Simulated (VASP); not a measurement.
# ZnCl4 (I-43m) in VASP: further runs, part 2 of 2

VASP 6.6.1. The steps go on from the part before.

## Step 4: Single point, PBE

This run uses another cell than the first one, of 32.59 Å³/atom.

File INCAR:

```
ALGO = Normal
EDIFF = 1E-6
ENCUT = 520
GGA = PE
ISIF = 2
ISMEAR = 0
LASPH = T
LCHARG = F
LREAL = F
LWAVE = F
NBANDS = 28
NELM = 100
PREC = Accurate
SIGMA = 0.1
```

File KPOINTS:

```
k-points
0
Gamma
  4 4 4
```

File POSCAR:

```
ZnCl4
1.0
   -3.4407428600      3.4407428600      3.4407428600
    3.4407428600     -3.4407428600      3.4407428600
    3.4407428600      3.4407428600     -3.4407428600
Zn Cl
1 4
Direct
    0.0000000000      0.0000000000      0.0000000000
    0.3495999900      0.3495999900      0.3495999900
    0.6504000100      0.0000000000      0.0000000000
    0.0000000000      0.0000000000      0.6504000100
    0.0000000000      0.6504000100      0.0000000000
```

Command:

```bash
> cat potpaw_PBE.64/Zn/POTCAR potpaw_PBE.64/Cl/POTCAR > POTCAR
> mpirun -np 1 vasp_std > vasp.out
```

It took 35 s on 1 thread of Intel Xeon 6975P-C (Granite Rapids), shared host; peak memory 0.31 GiB.

It converged, with:

| Quantity | Value |
| --- | --- |
| Free energy | -8.9253 eV |
| Pressure | 5.3 GPa |
| Largest force | 2.121 eV/Å |
| Band gap on the k mesh | zero (bands 20 and 21 overlap by 0.34 eV) |

Forces on the atoms (eV/Å):
```
Zn   0.000  0.000  0.000
Cl   1.225  1.225  1.225
Cl   1.225 -1.225 -1.225
Cl  -1.225 -1.225  1.225
Cl  -1.225  1.225 -1.225
```

Levels at points of the mesh, in eV from the Fermi level:
```
           k point  band 18  band 19  band 20  band 21  band 22  band 23
(0.00, 0.00, 0.00)    -0.30     0.17     0.17     0.17     6.46     8.91
(0.50, 0.00, 0.00)    -0.34    -0.14    -0.11     0.10     7.97     8.58
(0.50, 0.50, 0.50)    -0.53     0.03     0.03     0.03     8.37     8.74
```

Caveat: the cell stands under pressure; forces of over 1 eV/Å act on the atoms, so gaps and moduli don't describe the material at rest.

## Step 5: Single point, PBE

This run uses another cell than the first one, of 27.69 Å³/atom.

File INCAR:

```
SYSTEM = ZnCl4
ALGO     = Normal         ! electronic algorithm
EDIFF    = 1E-6           ! SCF threshold, eV
ENCUT    = 520            ! plane-wave cutoff, eV
GGA      = PE             ! functional
ISIF     = 2              ! what is computed and relaxed
ISMEAR   = 0              ! smearing method
LASPH    = .TRUE.         ! aspherical terms in the spheres
LCHARG   = .TRUE.         ! write CHGCAR
LELF     = .TRUE.         ! ELF
LREAL    = .FALSE.        ! projectors in reciprocal space
LVHAR    = .TRUE.       
LWAVE    = .FALSE.        ! write WAVECAR
NBANDS   = 28             ! bands
NELM     = 100            ! most SCF steps
PREC     = Accurate       ! precision mode
SIGMA    = 0.1            ! smearing width, eV
```

File KPOINTS:

```
k-points
0
G
  4 4 4
  0 0 0
```

File POSCAR:

```
ZnCl4
1.0
   -3.2590671206      3.2590671206      3.2590671206
    3.2590671206     -3.2590671206      3.2590671206
    3.2590671206      3.2590671206     -3.2590671206
Zn Cl
1 4
Direct
    0.0000000000      0.0000000000      0.0000000000
    0.4030840537      0.4030840537      0.4030840537
    0.5969159463      0.0000000000      0.0000000000
    0.0000000000      0.0000000000      0.5969159463
    0.0000000000      0.5969159463      0.0000000000
```

Command:

```bash
> cat potpaw_PBE.64/Zn/POTCAR potpaw_PBE.64/Cl/POTCAR > POTCAR
> mpirun -np 1 vasp_std > vasp.out
```

Run time: 21 s. Hardware: 1 thread of Intel Xeon 6975P-C (Granite Rapids), shared host; peak memory 0.25 GiB.

It converged, with:

- Free energy: -9.6752 eV
- Pressure: 0.2 GPa
- Largest force: 0.050 eV/Å
- Band gap on the k mesh: zero (bands 20 and 21 overlap by 0.66 eV)

Forces on the atoms (eV/Å):
```
Zn   0.000  0.000  0.000
Cl   0.029  0.029  0.029
Cl   0.029 -0.029 -0.029
Cl  -0.029 -0.029  0.029
Cl  -0.029  0.029 -0.029
```

Levels at points of the mesh, in eV from the Fermi level:
| k point | band 16 | band 17 | band 18 | band 19 | band 20 | band 21 | band 22 | band 23 | band 24 | band 25 |
| --- | --- | --- | --- | --- | --- | --- | --- | --- | --- | --- |
| (0.00, 0.00, 0.00) | -1.54 | 0.03 | 0.03 | 0.03 | 0.10 | 0.10 | 4.98 | 7.96 | 8.77 | 8.77 |
| (0.50, 0.00, 0.00) | -0.94 | -0.79 | -0.58 | -0.26 | -0.14 | -0.10 | 6.03 | 8.04 | 8.74 | 9.26 |
| (0.50, 0.50, 0.50) | -0.69 | -0.69 | -0.69 | 0.17 | 0.17 | 0.17 | 7.10 | 7.86 | 7.86 | 7.86 |

## Step 6: Relaxation of cell and atoms, PBE

This run uses another cell than the first one, of 32.59 Å³/atom.

File INCAR:

```
SYSTEM = ZnCl4
  ALGO = Normal
  EDIFF = 1E-6
  EDIFFG = -0.04
  ENCUT = 600
  GGA = PE
  IBRION = 2
  ISIF = 3
  ISMEAR = 0
  LASPH = .TRUE.
  LCHARG = .FALSE.
  LREAL = .FALSE.
  LWAVE = .FALSE.
  NELM = 100
  NSW = 90
  PREC = Accurate
  SIGMA = 0.1
```

KPOINTS is that of step 5.

File POSCAR:

```
ZnCl4
1.0
   -3.4407428600      3.4407428600      3.4407428600
    3.4407428600     -3.4407428600      3.4407428600
    3.4407428600      3.4407428600     -3.4407428600
Zn Cl
1 4
Direct
    0.0000000000      0.0000000000      0.0000000000
    0.3495999900      0.3495999900      0.3495999900
    0.6504000100      0.0000000000      0.0000000000
    0.0000000000      0.0000000000      0.6504000100
    0.0000000000      0.6504000100      0.0000000000
```

Potentials or basis: VASP PAW PBE potentials, release 64 (Zn, Cl).

Command:

```bash
> cat potpaw_PBE.64/Zn/POTCAR potpaw_PBE.64/Cl/POTCAR > POTCAR
> mpirun -np 1 vasp_std > vasp.out
```

Wall time 5.4 min (1 thread of Intel Xeon 6975P-C (Granite Rapids), shared host); peak memory 0.34 GiB.

The run converged. Its results:

```yaml
Free_energy: -9.6765 eV
Relaxed_volume: 28.07 Å³/atom
Relaxed_cell: a = 5.670 Å, b = 5.670 Å, c = 5.670 Å, α = 109.47°, β = 109.47°, γ = 109.47°
Space_group_after_relaxing_to_0.1_Å: I-43m (No. 217)
Energy_gained_by_relaxing: 150.2 meV/atom
Ionic_steps: 18
Pressure_after_relaxing: 0.0 GPa
Largest_force_after_relaxing: 0.038 eV/Å
Band_gap_on_the_k_mesh: zero (bands 20 and 21 overlap by 0.63 eV)
```

Forces in eV/Å, atoms in the order of the input:
```
Zn   0.000  0.000  0.000
Cl   0.022  0.022  0.022
Cl   0.022 -0.022 -0.022
Cl  -0.022 -0.022  0.022
Cl  -0.022  0.022 -0.022
```

The path:
```tsv
step	energy change (eV)	largest force (eV/Å)	pressure (GPa)	volume (Å³)
1	0.0000	2.1204	5.32	162.94
2	-0.5267	0.2513	-1.54	189.82
3	-0.5745	0.1504	-0.34	182.58
4	-0.5827	0.1549	-0.30	180.77
5	-0.6066	0.1741	-0.26	175.42
6	-0.6509	0.2230	-0.01	165.03
7	-0.7086	0.3656	0.86	145.50
8	-0.3301	0.5751	7.46	111.19
9	-0.6841	0.5157	1.55	142.64
10	-0.6880	0.5013	1.51	142.24
11	-0.6986	0.4599	1.43	141.05
12	-0.7158	0.3774	1.32	138.68
13	-0.7326	0.2177	1.23	134.03
14	-0.7330	0.1878	1.20	133.17
15	-0.7387	0.1639	0.99	134.30
16	-0.7490	0.0894	0.42	137.75
17	-0.7438	0.0518	-0.53	144.83
18	-0.7508	0.0384	0.04	140.33
```

Final structure:
```
Zn Cl
1.0
    -3.27360    3.27360    3.27360
     3.27360   -3.27360    3.27360
     3.27360    3.27360   -3.27360
Zn Cl
1 4
Direct
  0.00000 0.00000 0.00000
  0.40160 0.40160 0.40160
  0.59840 0.00000 0.00000
  0.00000 0.00000 0.59840
  0.00000 0.59840 0.00000
```

Levels at points of the mesh, in eV from the Fermi level:
```tsv
k point	band 16	band 17	band 18	band 19	band 20	band 21	band 22	band 23	band 24
(0.00, 0.00, 0.00)	-1.49	0.04	0.04	0.04	0.09	0.09	5.00	7.97	8.82
(0.50, 0.00, 0.00)	-0.91	-0.79	-0.56	-0.25	-0.14	-0.10	6.03	8.06	8.73
(0.50, 0.50, 0.50)	-0.69	-0.69	-0.69	0.16	0.16	0.16	7.07	7.88	7.88
```

## Step 7: Overview

```csv
task,cell,k mesh,cutoff (eV),gap on the mesh (eV),pressure (GPa),relaxed volume (Å³/atom),largest force (eV/Å)
single point,"a = 5.653 Å, angles 109.5°, 5 atoms, atomic positions A",8 × 8 × 8,520,none,0.0,-,0.01
relaxation of cell and atoms,"relaxed from a = 5.645 Å, angles 109.5°, 5 atoms, atomic positions B",8 × 8 × 8,600,none,0.0,27.84,-
single point,"a = 5.960 Å, angles 109.5°, 5 atoms, atomic positions C",4 × 4 × 4,520,none,5.3,-,2.12
single point,"a = 5.645 Å, angles 109.5°, 5 atoms, atomic positions B",4 × 4 × 4,520,none,0.2,-,0.05
relaxation of cell and atoms,"relaxed from a = 5.960 Å, angles 109.5°, 5 atoms, atomic positions C",4 × 4 × 4,600,none,0.0,28.07,0.04
```

Alike in all rows: level PBE; potentials or basis VASP PAW PBE potentials, release 64 (Zn, Cl); no spin polarisation; smearing gaussian 0.1 eV.

Caveats: the cell stands under pressure (at least some runs); forces of over 1 eV/Å act on the atoms, so gaps and moduli don't describe the material at rest (at least some runs).

Total energies depend on the potentials used, so only differences within one code and one set of settings carry meaning.
